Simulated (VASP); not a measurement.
# KMgF3 (Pm-3m) in VASP: further runs

KMgF3 is run at these levels: PBE; tasks: single point.

All numbers are computed with VASP 6.6.1; they aren't measurements. Logs are shortened: lines on timing, memory, paths and dates and some standing lists are left out, and cuts for length are marked.

## 1. The cell of the first run

Symmetry: Pm-3m, No. 221, cubic system. The conventional cell has a = 3.821 Å, b = 3.821 Å, c = 3.821 Å, α = 90.00°, β = 90.00°, γ = 90.00°. K (site symmetry m-3m) has 12 F at 2.70 Å and 8 Mg at 3.31 Å within 3.6 Å. Mg (site symmetry m-3m) has 6 F at 1.91 Å within 2.5 Å. F (site symmetry 4/mmm) has 2 Mg at 1.91 Å within 2.5 Å.

## 2. Single point, PBE (strain -4.0%)

INCAR

```
SYSTEM = KMgF3
PREC     = Accurate       ! precision mode
ENCUT    = 520            ! plane-wave cutoff, eV
EDIFF    = 1E-6           ! SCF threshold, eV
ISMEAR   = -1             ! smearing method
SIGMA    = 0.02           ! smearing width, eV
LREAL    = .FALSE.        ! projectors in reciprocal space
LASPH    = .TRUE.         ! aspherical terms in the spheres
NELM     = 60             ! most SCF steps
ALGO     = Normal         ! electronic algorithm
ISIF     = 2              ! what is computed and relaxed
LWAVE    = .FALSE.        ! write WAVECAR
LCHARG   = .FALSE.        ! write CHGCAR
GGA      = PE             ! functional
NBANDS   = 24             ! bands
```

KPOINTS

```
regular mesh
0
G
  6 6 6
  0 0 0
```

POSCAR

```
KMgF3
1.0
    3.8210289988      0.0000000000      0.0000000000
    0.0000000000      3.8210289988      0.0000000000
    0.0000000000      0.0000000000      3.8210289988
K Mg F
1 1 3
Direct
    0.0000000000      0.0000000000      0.0000000000
    0.5000000000      0.5000000000      0.5000000000
    0.5000000000      0.5000000000      0.0000000000
    0.5000000000      0.0000000000      0.5000000000
    0.0000000000      0.5000000000      0.5000000000
```

Potentials or basis: VASP PAW PBE potentials, release 64 (K_sv, Mg, F).

On the command line:

```sh
cat potpaw_PBE.64/K_sv/POTCAR potpaw_PBE.64/Mg/POTCAR potpaw_PBE.64/F/POTCAR > POTCAR
mpirun -np 1 vasp_std > vasp.out
```

OUTCAR:

```text
SYSTEM = KMgF3
   PREC = Accurate
   ENCUT = 520
   EDIFF = 1E-6
   ISMEAR = -1
   LREAL = .FALSE.
   LASPH = .TRUE.
   NELM = 60
   ISIF = 2
   GGA = PE

 ion  position               nearest neighbor table
   1  0.000  0.000  0.000-   3 2.70   4 2.70   5 2.70   4 2.70   5 2.70   3 2.70   5 2.70   5 2.70
                             3 2.70   4 2.70   4 2.70   3 2.70   2 3.31   2 3.31   2 3.31   2 3.31
   2  0.500  0.500  0.500-   3 1.91   4 1.91   5 1.91   3 1.91   4 1.91   5 1.91   1 3.31   1 3.31
                             1 3.31   1 3.31   1 3.31   1 3.31   1 3.31   1 3.31
   3  0.500  0.500  0.000-   2 1.91   2 1.91   1 2.70   1 2.70   1 2.70   1 2.70
   4  0.500  0.000  0.500-   2 1.91   2 1.91   1 2.70   1 2.70   1 2.70   1 2.70
   5  0.000  0.500  0.500-   2 1.91   2 1.91   1 2.70   1 2.70   1 2.70   1 2.70

  LATTYP: Found a simple cubic cell.
 ALAT       =     3.8210289988

  Lattice vectors:

 A1 = (   3.8210289988,   0.0000000000,   0.0000000000)
 A2 = (   0.0000000000,   3.8210289988,   0.0000000000)
 A3 = (   0.0000000000,   0.0000000000,   3.8210289988)

Analysis of symmetry for initial positions (statically):
=====================================================================
 Subroutine PRICEL returns:
 Original cell was already a primitive cell.

 Routine SETGRP: Setting up the symmetry group for a
 simple cubic supercell.

 Subroutine GETGRP returns: Found 48 space group operations
 (whereof 48 operations were pure point group operations)
 out of a pool of 48 trial point group operations.

The static configuration has the point symmetry O_h .

Analysis of symmetry for dynamics (positions and initial velocities):
=====================================================================
 Subroutine PRICEL returns:
 Original cell was already a primitive cell.

 Routine SETGRP: Setting up the symmetry group for a
 simple cubic supercell.

 Subroutine GETGRP returns: Found 48 space group operations
 (whereof 48 operations were pure point group operations)
 out of a pool of 48 trial point group operations.

The dynamic configuration has the point symmetry O_h .

 Subroutine INISYM returns: Found 48 space group operations
 (whereof 48 operations are pure point group operations),
 and found     1 'primitive' translations

----------------------------------------------------------------------------------------

                                     Primitive cell

  volume of cell :      55.7880

  direct lattice vectors                    reciprocal lattice vectors
     3.821028999  0.000000000  0.000000000     0.261709608  0.000000000  0.000000000
     0.000000000  3.821028999  0.000000000     0.000000000  0.261709608  0.000000000
     0.000000000  0.000000000  3.821028999     0.000000000  0.000000000  0.261709608

  length of vectors
     3.821028999  3.821028999  3.821028999     0.261709608  0.261709608  0.261709608

  position of ions in fractional coordinates (direct lattice)
     0.000000000  0.000000000  0.000000000
     0.500000000  0.500000000  0.500000000
     0.500000000  0.500000000  0.000000000
     0.500000000  0.000000000  0.500000000
     0.000000000  0.500000000  0.500000000

  ion indices of the primitive-cell ions
   primitive index   ion index
                 1           1
                 2           2
                 3           3
                 4           4
                 5           5

----------------------------------------------------------------------------------------

 KPOINTS: regular mesh

Automatic generation of k-mesh.
 Grid dimensions read from file:
 generate k-points for:    6    6    6

 Generating k-lattice:

  Cartesian coordinates                     Fractional coordinates (reciprocal lattice)
     0.043618268  0.000000000  0.000000000     0.166666667  0.000000000  0.000000000
     0.000000000  0.043618268  0.000000000     0.000000000  0.166666667  0.000000000
     0.000000000  0.000000000  0.043618268     0.000000000  0.000000000  0.166666667

  Length of vectors
     0.043618268  0.043618268  0.043618268

  Shift w.r.t. Gamma in fractional coordinates (k-lattice)
     0.000000000  0.000000000  0.000000000

 Subroutine IBZKPT returns following result:
 ===========================================

 Found     20 irreducible k-points:

 Following reciprocal coordinates:
            Coordinates               Weight
  0.000000  0.000000  0.000000      1.000000
  0.166667  0.000000  0.000000      6.000000
  0.333333  0.000000  0.000000      6.000000
  0.500000  0.000000  0.000000      3.000000
  0.166667  0.166667  0.000000     12.000000
  0.333333  0.166667  0.000000     24.000000
[... 12 lines left out ...]
  0.500000  0.500000  0.333333      6.000000
  0.500000  0.500000  0.500000      1.000000
   k-points           NKPTS =     20   k-points in BZ     NKDIM =     20   number of bands    NBANDS=     24
   number of dos      NEDOS =    301   number of ions     NIONS =      5
   total plane-waves  NPLWV =  21952
   dimension x,y,z NGX =    28 NGY =   28 NGZ =   28
   dimension x,y,z NGXF=    56 NGYF=   56 NGZF=   56
   ions per type =               1   1   3
   NGX,Y,Z   is equivalent  to a cutoff of  12.18, 12.18, 12.18 a.u.
   NGXF,Y,Z  is equivalent  to a cutoff of  24.36, 24.36, 24.36 a.u.
 SYSTEM =  KMgF3
   PREC   = accura    normal or accurate (medium, high low for compatibility)
   ISTART =      0    job   : 0-new  1-cont  2-samecut
   ICHARG =      2    charge: 1-file 2-atom 10-const
   ISPIN  =      1    spin polarized calculation?
   LNONCOLLINEAR =      F non collinear calculations
   LSORBIT =      F    spin-orbit coupling
   LASPH  =      T    aspherical Exc in radial PAW
   ENCUT  =  520.0 eV  38.22 Ry    6.18 a.u.   7.10  7.10  7.10*2*pi/ulx,y,z
   NELM   =     60;   NELMIN=  2; NELMDL= -5     # of ELM steps
   EDIFF  = 0.1E-05   stopping-criterion for ELM
   LREAL  =      F    real-space projection
   EDIFFG = 0.1E-04   stopping-criterion for IOM
   NSW    =      0    number of steps for IOM
   IBRION =     -1    ionic relax: 0-MD 1-quasi-New 2-CG
   NFREE  =      0    steps in history (QN), initial steepest desc. (CG)
   ISIF   =      2    stress and relaxation
   ISYM   =      2    0-nonsym 1-usesym 2-fastsym
   POTIM  = 0.5000    time-step for ionic-motion
   TEBEG  =    0.0;   TEEND  =   0.0 temperature during run
   PSTRESS=    0.0 pullay stress
   NELECT =      32.0000    total number of electrons
   NUPDOWN=      -1.0000    fix difference up-down
   EMIN   =  10.00;   EMAX   =-10.00  energy-range for DOS
   EFERMI =   0.00;   METHOD = LEGACY
   ISMEAR =    -1;   SIGMA  =   0.02  broadening in eV -4-tet -1-fermi 0-gaus
   EFERMI_NEDOS =   21; number of points for ismear=-14 and -15
   IALGO  =     38    algorithm
   IMIX   =      4    mixing-type and parameters
     AMIX     =   0.40;   BMIX     =  1.00
     AMIX_MAG =   1.60;   BMIX_MAG =  1.00
  volume/ion in A,a.u.               =      11.16        75.30
  Fermi-wavevector in a.u.,A,eV,Ry     =   1.360226  2.570455 25.173710  1.850215
  Thomas-Fermi vector in A             =   2.486907
   LORBIT       =      0    0 simple, 1 ext, 2 COOP (PROOUT), +10 PAW based schemes
   GGA     = PE    functional components
   LHFCALC =     F    Hartree Fock is set to
   AEXX    =    0.0000 exact exchange contribution
   IVDW    =     0    specifies the selected vdW correction
   LEPSILON=     F    determine dielectric tensor
   LRPA    =     F    only Hartree local field effects (RPA)
 non-spin polarized calculation
  energy-cutoff  :      520.00
  volume of cell :       55.79
 maximum number of plane-waves:      1518
   NGX = 15   NGY = 15   NGZ = 15

 number of electron      31.9999984 magnetization

 Free energy of the ion-electron system (eV)
  ---------------------------------------------------
  ext. energy  EPLUGINS =         0.00000000
  ---------------------------------------------------
  free energy    TOTEN  =       -23.95086538 eV

  energy without entropy =      -23.95086538  energy(sigma->0) =      -23.95086538

 E-fermi :  -0.4626     XC(G=0): -10.3315

 val. band max:       -0.9015795991   @ k =   0.5000   0.5000   0.5000
 cond. band min:       7.4402981800   @ k =   0.0000   0.0000   0.0000
 fundamental gap:      8.3418777791
 Fermi energy:        -0.4626006808

 k-point     1 :       0.0000    0.0000    0.0000
  band No.  band energies     occupation
      1     -26.3370      2.00000
      2     -21.3747      2.00000
      3     -20.5488      2.00000
      4     -20.5488      2.00000
      5      -9.8464      2.00000
      6      -9.8464      2.00000
[... 16 lines left out ...]
     23      14.6928      0.00000
     24      17.6499      0.00000

 k-point     2 :       0.1667    0.0000    0.0000
  band No.  band energies     occupation
      1     -26.3220      2.00000
      2     -21.3443      2.00000
      3     -20.5972      2.00000
      4     -20.5447      2.00000
      5      -9.8278      2.00000
      6      -9.8223      2.00000
[... 16 lines left out ...]
     23      14.6890      0.00000
     24      17.5092      0.00000

 k-point     3 :       0.3333    0.0000    0.0000
  band No.  band energies     occupation
      1     -26.2917      2.00000
      2     -21.2719      2.00000
      3     -20.7066      2.00000
      4     -20.5386      2.00000
      5      -9.7910      2.00000
      6      -9.7731      2.00000
[... 16 lines left out ...]
     23      14.4299      0.00000
     24      16.8915      0.00000

 k-point     4 :       0.5000    0.0000    0.0000
  band No.  band energies     occupation
      1     -26.2763      2.00000
      2     -21.2257      2.00000
      3     -20.7712      2.00000
      4     -20.5353      2.00000
      5      -9.7729      2.00000
      6      -9.7479      2.00000
[... 16 lines left out ...]
     23      14.4313      0.00000
     24      15.8998      0.00000

 k-point     5 :       0.1667    0.1667    0.0000
  band No.  band energies     occupation
      1     -26.3083      2.00000
      2     -21.3098      2.00000
      3     -20.6173      2.00000
      4     -20.5684      2.00000
      5      -9.8630      2.00000
      6      -9.7992      2.00000
[... 16 lines left out ...]
     23      14.7122      0.00000
     24      16.8194      0.00000

 k-point     6 :       0.3333    0.1667    0.0000
  band No.  band energies     occupation
      1     -26.2805      2.00000
      2     -21.2261      2.00000
      3     -20.7154      2.00000
      4     -20.5726      2.00000
      5      -9.8535      2.00000
      6      -9.7654      2.00000
[... 16 lines left out ...]
     23      14.5305      0.00000
     24      16.2114      0.00000
[... 271 lines left out ...]
 k-point    17 :       0.3333    0.3333    0.3333
  band No.  band energies     occupation
      1     -26.2335      2.00000
      2     -20.9784      2.00000
      3     -20.7296      2.00000
      4     -20.7296      2.00000
      5     -10.0086      2.00000
      6     -10.0086      2.00000
[... 16 lines left out ...]
     23      15.3738      0.00000
     24      16.2636      0.00000

 k-point    18 :       0.5000    0.3333    0.3333
  band No.  band energies     occupation
      1     -26.2253      2.00000
      2     -20.8981      2.00000
      3     -20.7942      2.00000
      4     -20.7221      2.00000
      5     -10.0426      2.00000
      6     -10.0397      2.00000
[... 16 lines left out ...]
     23      14.7172      0.00000
     24      16.2067      0.00000

 k-point    19 :       0.5000    0.5000    0.3333
  band No.  band energies     occupation
      1     -26.2182      2.00000
      2     -20.8024      2.00000
      3     -20.7905      2.00000
      4     -20.7905      2.00000
      5     -10.0873      2.00000
      6     -10.0873      2.00000
[... 16 lines left out ...]
     23      15.1552      0.00000
     24      15.1552      0.00000

 k-point    20 :       0.5000    0.5000    0.5000
  band No.  band energies     occupation
      1     -26.2121      2.00000
      2     -20.7815      2.00000
      3     -20.7815      2.00000
      4     -20.7815      2.00000
      5     -10.1379      2.00000
      6     -10.1379      2.00000
[... 16 lines left out ...]
     23      15.6076      0.00000
     24      15.6076      0.00000

------------------------ aborting loop because EDIFF is reached ----------------------------------------

  FORCE on cell =-STRESS in cart. coord.  units (eV):
  Direction    XX          YY          ZZ          XY          YZ          ZX
  --------------------------------------------------------------------------------------
  -------------------------------------------------------------------------------------
  Total        5.9659936      5.9659936      5.9659936     -0.0000000     -0.0000000      0.0000000
  in kB      171.3374759    171.3374759    171.3374759     -0.0000000     -0.0000000      0.0000000
  external PRESSURE =     171.3374759 kB  Pullay stress =       0.0000000 kB

 VOLUME and BASIS-vectors are now :
 -----------------------------------------------------------------------------
  energy-cutoff  :      520.00
  volume of cell :       55.79
      direct lattice vectors                 reciprocal lattice vectors
     3.821028999  0.000000000  0.000000000     0.261709608  0.000000000  0.000000000
     0.000000000  3.821028999  0.000000000     0.000000000  0.261709608  0.000000000
     0.000000000  0.000000000  3.821028999     0.000000000  0.000000000  0.261709608

 POSITION                                       TOTAL-FORCE (eV/Angst)
 -----------------------------------------------------------------------------------
      0.00000      0.00000      0.00000         0.000000      0.000000      0.000000
      1.91051      1.91051      1.91051         0.000000      0.000000      0.000000
      1.91051      1.91051      0.00000         0.000000      0.000000      0.000000
      1.91051      0.00000      1.91051         0.000000      0.000000      0.000000
      0.00000      1.91051      1.91051         0.000000      0.000000      0.000000
 -----------------------------------------------------------------------------------
    total drift:                                0.000000      0.000000      0.000000

  FREE ENERGIE OF THE ION-ELECTRON SYSTEM (eV)
  ---------------------------------------------------
  free  energy   TOTEN  =       -23.9508653810 eV

  energy  without entropy=      -23.9508653810  energy(sigma->0) =      -23.95086538
```

It took 9.7 s on 1 thread of Intel Xeon 6975P-C (Granite Rapids), shared host; peak memory 0.16 GiB.

Results:

| Property | Result |
| --- | --- |
| Free energy | -23.9509 eV |
| Pressure | 17.1 GPa |
| Band gap on the k mesh | 8.34 eV, indirect (least direct gap 8.66 eV) |

Caveat: the cell differs from its parent crystal (strain -4.0%).

## 3. Single point, PBE (strain -2.5%)

INCAR

```
SYSTEM = KMgF3
PREC = Accurate
ENCUT = 520
EDIFF = 1E-6
ISMEAR = -1
SIGMA = 0.02
LREAL = .False.
LASPH = .True.
NELM = 60
ALGO = Normal
ISIF = 2
LWAVE = .False.
LCHARG = .False.
GGA = PE
NBANDS = 24
```

KPOINTS

```
regular mesh
0
Gamma
  6 6 6
  0 0 0
```

Changes to POSCAR since step 2:

```diff
@@ -2,5 +2,5 @@
 1.0
-    3.8210289988      0.0000000000      0.0000000000
-    0.0000000000      3.8210289988      0.0000000000
-    0.0000000000      0.0000000000      3.8210289988
+    3.8807325769      0.0000000000      0.0000000000
+    0.0000000000      3.8807325769      0.0000000000
+    0.0000000000      0.0000000000      3.8807325769
 K Mg F
```

Potentials or basis: VASP PAW PBE potentials, release 64 (K_sv, Mg, F).

On the command line:

```sh
cat potpaw_PBE.64/K_sv/POTCAR potpaw_PBE.64/Mg/POTCAR potpaw_PBE.64/F/POTCAR > POTCAR
mpirun -np 1 vasp_std > vasp.out
```

Run time: 12 s. Hardware: 1 thread of Intel Xeon 6975P-C (Granite Rapids), shared host; peak memory 0.17 GiB.

The run converged. Its results:

```yaml
Free_energy: -24.1900 eV
Pressure: 11.2 GPa
Band_gap_on_the_k_mesh: 7.94 eV, indirect (least direct gap 8.26 eV)
```

Levels at points of the mesh, in eV from the valence-band top:
```
           k point  band 12  band 13  band 14  band 15  band 16  band 17  band 18  band 19  band 20  band 21
(0.00, 0.00, 0.00)    -0.71    -0.71    -0.32    -0.32    -0.32     7.94    10.18    10.18    12.43    12.43
(0.50, 0.00, 0.00)    -1.00    -0.95    -0.95    -0.58    -0.58    10.63    11.30    11.33    13.09    13.21
(0.50, 0.50, 0.00)    -1.19    -1.19    -0.96    -0.96    -0.03    11.39    12.09    13.19    13.19    13.43
(0.50, 0.50, 0.50)    -1.19    -1.19     0.00     0.00     0.00    10.76    10.76    10.76    14.44    14.44
```

Caveat: the cell differs from its parent crystal (strain -2.5%).

## 4. Single point, PBE

This run uses another cell than the first one, of 12.61 Å³/atom, 1.130 times its volume.

INCAR

```
ALGO = Normal
EDIFF = 1E-6
ENCUT = 520
GGA = PE
ISIF = 2
ISMEAR = -1
LASPH = T
LCHARG = F
LREAL = F
LWAVE = F
NBANDS = 24
NELM = 100
PREC = Accurate
SIGMA = 0.02
```

KPOINTS

```
k-points
0
Gamma
  6 6 6
```

Changes to POSCAR since step 3:

```diff
@@ -2,5 +2,5 @@
 1.0
-    3.8807325769      0.0000000000      0.0000000000
-    0.0000000000      3.8807325769      0.0000000000
-    0.0000000000      0.0000000000      3.8807325769
+    3.9802385405      0.0000000000      0.0000000000
+    0.0000000000      3.9802385405      0.0000000000
+    0.0000000000      0.0000000000      3.9802385405
 K Mg F
```

On the command line:

```sh
cat potpaw_PBE.64/K_sv/POTCAR potpaw_PBE.64/Mg/POTCAR potpaw_PBE.64/F/POTCAR > POTCAR
mpirun -np 1 vasp_std > vasp.out
```

Run time: 13 s. Hardware: 1 thread of Intel Xeon 6975P-C (Granite Rapids), shared host; peak memory 0.17 GiB.

The run converged. Its results:

```yaml
Free_energy: -24.4081 eV
Pressure: 3.7 GPa
Band_gap_on_the_k_mesh: 7.34 eV, indirect (least direct gap 7.66 eV)
```

Levels at points of the mesh, in eV from the valence-band top:
```
           k point  band 12  band 13  band 14  band 15  band 16  band 17  band 18  band 19  band 20  band 21
(0.00, 0.00, 0.00)    -0.63    -0.63    -0.32    -0.32    -0.32     7.34    10.09    10.09    12.25    12.25
(0.50, 0.00, 0.00)    -0.87    -0.87    -0.87    -0.53    -0.53    10.14    10.49    11.13    12.84    12.84
(0.50, 0.50, 0.00)    -1.05    -1.05    -0.90    -0.90    -0.02    10.94    11.72    12.67    12.67    12.85
(0.50, 0.50, 0.50)    -1.12    -1.12     0.00     0.00     0.00    10.46    10.46    10.46    14.03    14.10
```

A k mesh can miss the band edges. A hybrid or GW would open this gap; PBE tends to underestimate it.

## 5. Overview

```csv
cell,gap on the mesh (eV),pressure (GPa)
"a = 3.821 Å, 5 atoms",8.34,17.1
"a = 3.881 Å, 5 atoms",7.94,11.2
"a = 3.980 Å, 5 atoms",7.34,3.7
```

Alike in all rows: task single point; level PBE; potentials or basis VASP PAW PBE potentials, release 64 (K_sv, Mg, F); no spin polarisation; k mesh 6 × 6 × 6; cutoff (eV) 520; smearing fermi-dirac 0.02 eV.

Absolute energies hang on the potentials; compare differences alone.
